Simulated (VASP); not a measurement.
# NaH (Pm-3m) in VASP: notebook

NaH is run at these levels: r2SCAN; tasks: single point.

Everything below comes from runs of VASP 6.6.1. Logs are shortened: lines on timing, memory, paths and dates and some standing lists are left out, and cuts for length are marked.

## Step 1: The cell of the first run

It takes space group Pm-3m (No. 221, cubic). Conventional cell: a = 2.895 Å, b = 2.895 Å, c = 2.895 Å, α = 90.00°, β = 90.00°, γ = 90.00°. Na (site symmetry m-3m) has 8 H at 2.51 Å and 6 Na at 2.89 Å within 3.3 Å. Within 3.3 Å of H (site symmetry m-3m) lie 8 Na at 2.51 Å and 6 H at 2.89 Å.

## Step 2: Single point, r2SCAN

Input file POSCAR:

```
NaH
1.0
    2.8947984199      0.0000000000      0.0000000000
    0.0000000000      2.8947984199      0.0000000000
    0.0000000000      0.0000000000      2.8947984199
Na H
1 1
Direct
    0.0000000000      0.0000000000      0.0000000000
    0.5000000000      0.5000000000      0.5000000000
```

Input file INCAR.step1:

```
SYSTEM = NaH
ALGO = Normal
EDIFF = 1E-4
ENCUT = 520
GGA = PE
ISMEAR = 0
LASPH = .True.
LCHARG = .False.
LREAL = .False.
LWAVE = .True.
NBANDS = 11
NELM = 100
PREC = Accurate
SIGMA = 0.01
```

Input file INCAR.step2:

```
SYSTEM = NaH
ALGO = Normal
EDIFF = 1E-6
ENCUT = 520
ISIF = 2
ISMEAR = 0
ISTART = 1
LASPH = .True.
LCHARG = .False.
LMIXTAU = .True.
LREAL = .False.
LWAVE = .False.
METAGGA = R2SCAN
NBANDS = 11
NELM = 100
PREC = Accurate
SIGMA = 0.01
```

Input file KPOINTS:

```
k-points
0
Gamma
  6 6 6
  0 0 0
```

Potentials or basis: VASP PAW PBE potentials, release 64 (Na_pv, H).

On the command line:

```
$ cat potpaw_PBE.64/Na_pv/POTCAR potpaw_PBE.64/H/POTCAR > POTCAR
$ cp INCAR.step1 INCAR
$ mpirun -np 1 vasp_std > vasp.out
$ cp INCAR.step2 INCAR
$ mpirun -np 1 vasp_std > vasp.out
```

OUTCAR:

```text
SYSTEM = NaH
   EDIFF = 1E-6
   ENCUT = 520
   ISIF = 2
   ISMEAR = 0
   ISTART = 1
   LASPH = .True.
   LREAL = .False.
   METAGGA = R2SCAN
   NELM = 100
   PREC = Accurate

 ion  position               nearest neighbor table
   1  0.000  0.000  0.000-
   2  0.500  0.500  0.500-

  LATTYP: Found a simple cubic cell.
 ALAT       =     2.8947984199

  Lattice vectors:

 A1 = (   2.8947984199,   0.0000000000,   0.0000000000)
 A2 = (   0.0000000000,   2.8947984199,   0.0000000000)
 A3 = (   0.0000000000,   0.0000000000,   2.8947984199)

Analysis of symmetry for initial positions (statically):
=====================================================================
 Subroutine PRICEL returns:
 Original cell was already a primitive cell.

 Routine SETGRP: Setting up the symmetry group for a
 simple cubic supercell.

 Subroutine GETGRP returns: Found 48 space group operations
 (whereof 48 operations were pure point group operations)
 out of a pool of 48 trial point group operations.

The static configuration has the point symmetry O_h .

Analysis of symmetry for dynamics (positions and initial velocities):
=====================================================================
 Subroutine PRICEL returns:
 Original cell was already a primitive cell.

 Routine SETGRP: Setting up the symmetry group for a
 simple cubic supercell.

 Subroutine GETGRP returns: Found 48 space group operations
 (whereof 48 operations were pure point group operations)
 out of a pool of 48 trial point group operations.

The dynamic configuration has the point symmetry O_h .

 Subroutine INISYM returns: Found 48 space group operations
 (whereof 48 operations are pure point group operations),
 and found     1 'primitive' translations

----------------------------------------------------------------------------------------

                                     Primitive cell

  volume of cell :      24.2580

  direct lattice vectors                    reciprocal lattice vectors
     2.894798420  0.000000000  0.000000000     0.345447197  0.000000000  0.000000000
     0.000000000  2.894798420  0.000000000     0.000000000  0.345447197  0.000000000
     0.000000000  0.000000000  2.894798420     0.000000000  0.000000000  0.345447197

  length of vectors
     2.894798420  2.894798420  2.894798420     0.345447197  0.345447197  0.345447197

  position of ions in fractional coordinates (direct lattice)
     0.000000000  0.000000000  0.000000000
     0.500000000  0.500000000  0.500000000

[... 78 lines left out ...]
   ISYM   =      2    0-nonsym 1-usesym 2-fastsym
   POTIM  = 0.5000    time-step for ionic-motion
   TEBEG  =    0.0;   TEEND  =   0.0 temperature during run
   PSTRESS=    0.0 pullay stress
   NELECT =       8.0000    total number of electrons
   NUPDOWN=      -1.0000    fix difference up-down
   EMIN   =  10.00;   EMAX   =-10.00  energy-range for DOS
   EFERMI =   0.00;   METHOD = LEGACY
   ISMEAR =     0;   SIGMA  =   0.01  broadening in eV -4-tet -1-fermi 0-gaus
   EFERMI_NEDOS =   21; number of points for ismear=-14 and -15
   IALGO  =     38    algorithm
   IMIX   =      4    mixing-type and parameters
     AMIX     =   0.40;   BMIX     =  1.00
     AMIX_MAG =   1.60;   BMIX_MAG =  1.00
  volume/ion in A,a.u.               =      12.13        81.85
  Fermi-wavevector in a.u.,A,eV,Ry     =   1.131062  2.137398 17.405957  1.279302
  Thomas-Fermi vector in A             =   2.267760
   LORBIT       =      0    0 simple, 1 ext, 2 COOP (PROOUT), +10 PAW based schemes
   METAGGA = R2SCAN    functional components
   LHFCALC =     F    Hartree Fock is set to
   AEXX    =    0.0000 exact exchange contribution
   IVDW    =     0    specifies the selected vdW correction
   LEPSILON=     F    determine dielectric tensor
   LRPA    =     F    only Hartree local field effects (RPA)
 non-spin polarized calculation
 Gauss-broadening in eV      SIGMA  =   0.01
  energy-cutoff  :      520.00
  volume of cell :       24.26
 maximum number of plane-waves:       672
 NGX is ok and might be reduce to    24
   NGX = 11   NGY = 11   NGZ = 11

 number of electron       8.0000006 magnetization

 Free energy of the ion-electron system (eV)
  ---------------------------------------------------
  ext. energy  EPLUGINS =         0.00000000
  ---------------------------------------------------
  free energy    TOTEN  =        -7.29055732 eV

  energy without entropy =       -7.29055732  energy(sigma->0) =       -7.29055732

 E-fermi :   1.4530     XC(G=0):  -8.8079

 val. band max:        1.3869523466   @ k =   0.5000   0.5000   0.5000
 cond. band min:       2.9939405093   @ k =   0.5000   0.0000   0.0000
 fundamental gap:      1.6069881627
 Fermi energy:         1.4529675613

 k-point     1 :       0.0000    0.0000    0.0000
  band No.  band energies     occupation
      1     -24.1139      2.00000
      2     -24.1139      2.00000
      3     -24.1139      2.00000
      4      -4.8751      2.00000
      5      11.6188      0.00000
      6      13.2108      0.00000
      7      13.2108      0.00000
      8      15.1276      0.00000
      9      15.1276      0.00000
     10      15.1276      0.00000
     11      28.7653      0.00000
[... 253 lines left out ...]
 k-point    20 :       0.5000    0.5000    0.5000
  band No.  band energies     occupation
      1     -24.2497      2.00000
      2     -24.2497      2.00000
      3     -24.2497      2.00000
      4       1.3870      2.00000
      5       8.7467      0.00000
      6       8.7467      0.00000
      7       8.7467      0.00000
      8      11.8710      0.00000
      9      11.8710      0.00000
     10      11.8710      0.00000
     11      20.0072      0.00000

------------------------ aborting loop because EDIFF is reached ----------------------------------------

  FORCE on cell =-STRESS in cart. coord.  units (eV):
  Direction    XX          YY          ZZ          XY          YZ          ZX
  --------------------------------------------------------------------------------------
  -------------------------------------------------------------------------------------
  Total        0.1581434      0.1581434      0.1581434     -0.0000000      0.0000000     -0.0000000
  in kB       10.4449578     10.4449578     10.4449578     -0.0000000      0.0000000     -0.0000000
  external PRESSURE =      10.4449578 kB  Pullay stress =       0.0000000 kB

 VOLUME and BASIS-vectors are now :
 -----------------------------------------------------------------------------
  energy-cutoff  :      520.00
  volume of cell :       24.26
      direct lattice vectors                 reciprocal lattice vectors
     2.894798420  0.000000000  0.000000000     0.345447197  0.000000000  0.000000000
     0.000000000  2.894798420  0.000000000     0.000000000  0.345447197  0.000000000
     0.000000000  0.000000000  2.894798420     0.000000000  0.000000000  0.345447197

 POSITION                                       TOTAL-FORCE (eV/Angst)
 -----------------------------------------------------------------------------------
      0.00000      0.00000      0.00000         0.000000      0.000000      0.000000
      1.44740      1.44740      1.44740         0.000000      0.000000      0.000000
 -----------------------------------------------------------------------------------
    total drift:                                0.000000      0.000000      0.000000

  FREE ENERGIE OF THE ION-ELECTRON SYSTEM (eV)
  ---------------------------------------------------
  free  energy   TOTEN  =        -7.2905573178 eV

  energy  without entropy=       -7.2905573178  energy(sigma->0) =       -7.29055732
```

OSZICAR.step1:

```text
N       E                     dE             d eps       ncg     rms          rms(c)
DAV:   1     0.348524242913E+02    0.34852E+02   -0.46301E+03   449   0.775E+02
DAV:   2    -0.388297930651E+01   -0.38735E+02   -0.37588E+02   470   0.199E+02
DAV:   3    -0.522496174729E+01   -0.13420E+01   -0.13398E+01   508   0.337E+01
DAV:   4    -0.523221610657E+01   -0.72544E-02   -0.72539E-02   500   0.249E+00
DAV:   5    -0.523226509625E+01   -0.48990E-04   -0.48989E-04   505   0.210E-01    0.316E+00
DAV:   6    -0.487412992053E+01    0.35814E+00   -0.33738E-01   470   0.335E+00    0.151E+00
DAV:   7    -0.475778999832E+01    0.11634E+00   -0.38067E-01   464   0.261E+00    0.375E-01
DAV:   8    -0.476019405965E+01   -0.24041E-02   -0.87363E-03   476   0.111E+00    0.724E-02
DAV:   9    -0.475997487649E+01    0.21918E-03   -0.15716E-03   491   0.421E-01    0.284E-02
DAV:  10    -0.475995416466E+01    0.20712E-04   -0.90835E-05   289   0.564E-02
   1 F= -.47599542E+01 E0= -.47599542E+01  d E =-.151202E-69
```

Wall time 13 s (1 thread of Intel Xeon Platinum 8259CL at 2.50GHz (Skylake/Cascade Lake), shared host); peak memory 0.13 GiB.

What came out:

* Free energy: -7.2906 eV
* Pressure: 1.0 GPa
* Band gap on the k mesh: 1.61 eV, indirect (least direct gap 5.28 eV)

Caveat: the PAW data sets were made with another functional, which shifts forces and pressure a little.

## Step 3: Single point, r2SCAN

This run uses another cell than the first one, of 12.39 Å³/atom, 1.021 times its volume.

Input file POSCAR:

```
NaH
1.0
    2.9151849960      0.0000000000      0.0000000000
    0.0000000000      2.9151849960      0.0000000000
    0.0000000000      0.0000000000      2.9151849960
Na H
1 1
Direct
    0.0000000000      0.0000000000      0.0000000000
    0.5000000000      0.5000000000      0.5000000000
```

Input file INCAR.step1:

```
PREC     = Accurate       # precision mode
ENCUT    = 520            # plane-wave cutoff, eV
ISMEAR   = 0              # smearing method
SIGMA    = 0.01           # smearing width, eV
LREAL    = False          # projectors in reciprocal space
LASPH    = True           # aspherical terms in the spheres
NELM     = 80             # most SCF steps
NBANDS   = 11             # bands
GGA      = PE             # functional
ALGO     = Normal         # electronic algorithm
EDIFF    = 1E-4           # SCF threshold, eV
LWAVE    = True           # write WAVECAR
LCHARG   = False          # write CHGCAR
```

Input file INCAR.step2:

```
PREC     = Accurate       # precision mode
ENCUT    = 520            # plane-wave cutoff, eV
EDIFF    = 1E-6           # SCF threshold, eV
ISMEAR   = 0              # smearing method
SIGMA    = 0.01           # smearing width, eV
LREAL    = False          # projectors in reciprocal space
LASPH    = True           # aspherical terms in the spheres
NELM     = 80             # most SCF steps
ALGO     = Normal         # electronic algorithm
ISIF     = 2              # what is computed and relaxed
LWAVE    = False          # write WAVECAR
LCHARG   = False          # write CHGCAR
METAGGA  = R2SCAN         # meta-GGA
LMIXTAU  = True         
NBANDS   = 11             # bands
ISTART   = 1
```

Input file KPOINTS:

```
regular mesh
0
Gamma
  6 6 6
```

Potentials or basis: VASP PAW PBE potentials, release 64 (Na_pv, H).

On the command line:

```
$ cat potpaw_PBE.64/Na_pv/POTCAR potpaw_PBE.64/H/POTCAR > POTCAR
$ cp INCAR.step1 INCAR
$ mpirun -np 1 vasp_std > vasp.out
$ cp INCAR.step2 INCAR
$ mpirun -np 1 vasp_std > vasp.out
```

Run time: 14 s. Hardware: 1 thread of Intel Xeon Platinum 8259CL at 2.50GHz (Skylake/Cascade Lake), shared host; peak memory 0.13 GiB.

Results (log left out):

```yaml
Free_energy: -7.2928 eV
Pressure: 0.3 GPa
Band_gap_on_the_k_mesh: 1.60 eV, indirect (least direct gap 5.22 eV)
```

Levels at points of the mesh, in eV from the valence-band top:
```
           k point  band 2  band 3  band 4  band 5  band 6  band 7
(0.00, 0.00, 0.00)  -25.49  -25.49   -6.16   10.04   11.74   11.74
(0.50, 0.00, 0.00)  -25.48  -25.48   -3.61    1.60   12.30   15.02
(0.50, 0.50, 0.00)  -25.65  -25.46   -1.90    4.89    4.89    7.95
(0.50, 0.50, 0.50)  -25.62  -25.62    0.00    7.33    7.33    7.33
```

Caveat: the PAW data sets were made with another functional, which shifts forces and pressure a little. A k mesh can miss the band edges.

## Step 4: Single point, r2SCAN

This run uses another cell than the first one, of 12.65 Å³/atom, 1.043 times its volume.

Input file POSCAR:

```
NaH
1.0
    2.9352903554      0.0000000000      0.0000000000
    0.0000000000      2.9352903554      0.0000000000
    0.0000000000      0.0000000000      2.9352903554
Na H
1 1
Direct
    0.0000000000      0.0000000000      0.0000000000
    0.5000000000      0.5000000000      0.5000000000
```

Input file INCAR.step1:

```
SYSTEM = NaH
PREC = Accurate
ENCUT = 520
ISMEAR = 0
SIGMA = 0.01
LREAL = .False.
LASPH = .True.
NELM = 60
NBANDS = 11
GGA = PE
ALGO = Normal
EDIFF = 1E-4
LWAVE = .True.
LCHARG = .False.
```

Input file INCAR.step2:

```
SYSTEM = NaH
PREC = Accurate
ENCUT = 520
EDIFF = 1E-6
ISMEAR = 0
SIGMA = 0.01
LREAL = .False.
LASPH = .True.
NELM = 60
ALGO = Normal
ISIF = 2
LWAVE = .False.
LCHARG = .False.
METAGGA = R2SCAN
LMIXTAU = .True.
NBANDS = 11
ISTART = 1
```

Input file KPOINTS:

```
regular mesh
0
Gamma
  6 6 6
  0 0 0
```

On the command line:

```
$ cat potpaw_PBE.64/Na_pv/POTCAR potpaw_PBE.64/H/POTCAR > POTCAR
$ cp INCAR.step1 INCAR
$ mpirun -np 1 vasp_std > vasp.out
$ cp INCAR.step2 INCAR
$ mpirun -np 1 vasp_std > vasp.out
```

It took 14 s on 1 thread of Intel Xeon Platinum 8259CL at 2.50GHz (Skylake/Cascade Lake), shared host; peak memory 0.14 GiB.

It converged, with:

| Item | Value |
| --- | --- |
| Free energy | -7.2927 eV |
| Pressure | -0.4 GPa |
| Band gap on the k mesh | 1.60 eV, indirect (least direct gap 5.16 eV) |

Levels at points of the mesh, in eV from the valence-band top:
| k point | band 1 | band 2 | band 3 | band 4 | band 5 | band 6 | band 7 | band 8 |
| --- | --- | --- | --- | --- | --- | --- | --- | --- |
| (0.00, 0.00, 0.00) | -25.49 | -25.49 | -25.49 | -6.06 | 9.86 | 11.66 | 11.66 | 13.43 |
| (0.50, 0.00, 0.00) | -25.67 | -25.47 | -25.47 | -3.55 | 1.60 | 12.12 | 14.90 | 15.22 |
| (0.50, 0.50, 0.00) | -25.63 | -25.63 | -25.46 | -1.86 | 4.85 | 4.85 | 7.85 | 15.83 |
| (0.50, 0.50, 0.50) | -25.61 | -25.61 | -25.61 | 0.00 | 7.31 | 7.31 | 7.31 | 10.22 |

Caveat: the PAW data sets were made with another functional, which shifts forces and pressure a little.

## Step 5: Overview

| cell | gap on the mesh (eV) | pressure (GPa) |
| --- | --- | --- |
| a = 2.895 Å, 2 atoms | 1.61 | 1.0 |
| a = 2.915 Å, 2 atoms | 1.60 | 0.3 |
| a = 2.935 Å, 2 atoms | 1.60 | -0.4 |

Alike in all rows: task single point; level r2SCAN; potentials or basis VASP PAW PBE potentials, release 64 (Na_pv, H); no spin polarisation; k mesh 6 × 6 × 6; cutoff (eV) 520; smearing gaussian 0.01 eV.

Caveats: the PAW data sets were made with another functional, which shifts forces and pressure a little.

Absolute energies hang on the potentials; compare differences alone.
